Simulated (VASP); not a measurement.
Here is a VASP 6.6.1 calculation.

The input INCAR:

```
SYSTEM = Cr
  PREC = Accurate
  ENCUT = 520
  EDIFF = 1E-7
  ISMEAR = -1
  SIGMA = 0.08
  LREAL = .FALSE.
  LASPH = .TRUE.
  NELM = 150
  ALGO = Normal
  ISIF = 2
  LWAVE = .FALSE.
  LCHARG = .FALSE.
  ISPIN = 2
  MAGMOM = 2
  LORBIT = 11
  LMAXMIX = 4
  LDIPOL = .TRUE.
  IDIPOL = 3
  DIPOL = 0.5 0.5 0.500
  GGA = PE
  NBANDS = 16
```

The input KPOINTS:

```
regular mesh
0
G
  10 10 1
  0 0 0
```

Contents of POSCAR:

```
Cr
1.0
    4.0283716178      0.0000000000      0.0000000000
   -2.0141858089      3.4886721569      0.0000000000
    0.0000000000      0.0000000000     16.0000000000
Cr
1
Direct
    0.0000000000      0.0000000000      0.5000000000
```

Potentials or basis: VASP PAW PBE potentials, release 64 (Cr_pv).

The run is started by

```sh
$ cat potpaw_PBE.64/Cr_pv/POTCAR > POTCAR
$ mpirun -np 1 vasp_std > vasp.out
```

Question: Predict the net moment.

Answer: 5.23 μB per cell.

Question: Predict the site moments.

Answer: Cr +4.33 μB.
